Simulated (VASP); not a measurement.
Write the native input for VASP 6.6.1 that does the following.

```
Task                   : single point
Functional             : LDA
Potentials or basis    : VASP PAW LDA potentials, release 64 (Zr_sv, H)
Cutoff                 : 500 eV
k mesh                 : 16 × 16 × 16
Occupations            : fermi-dirac, width 0.1 eV
Spin                   : no spin polarisation
Dipole correction      : no
Further INCAR settings : ALGO = Normal; EDIFF = 1e-06; NBANDS = 14
```

The structure of ZrH2 lies in POSCAR:

```
ZrH2
1.0
    0.0000000000      2.3684195291      2.3684195291
    2.3684195291      0.0000000000      2.3684195291
    2.3684195291      2.3684195291      0.0000000000
Zr H
1 2
Direct
    0.0000000000      0.0000000000      0.0000000000
    0.2500000000      0.2500000000      0.2500000000
    0.7500000000      0.7500000000      0.7500000000
```

These files were run (other wordings do the same):

INCAR

```
PREC = Accurate
ENCUT = 500
EDIFF = 1E-6
ISMEAR = -1
SIGMA = 0.1
LREAL = False
LASPH = True
NELM = 120
ALGO = Normal
ISIF = 2
LWAVE = False
LCHARG = False
GGA = CA
NBANDS = 14
GGA_COMPAT = False
```

KPOINTS

```
Automatic mesh
0
Gamma
  16 16 16
```

Potentials or basis: VASP PAW LDA potentials, release 64 (Zr_sv, H).

Run with:

```console
$ cat potpaw_LDA.64/Zr_sv/POTCAR potpaw_LDA.64/H/POTCAR > POTCAR
$ mpirun -np 1 vasp_std > vasp.out
```

Results of the run:

```
Pressure               : 0.2 GPa
Band gap on the k mesh : zero (bands 7 and 8 overlap by 0.79 eV)
```

Run time: 12 s on 1 thread of Intel(R) Xeon(R) 6975P-C (Granite Rapids), with other jobs on the host, peak memory 0.16 GiB.
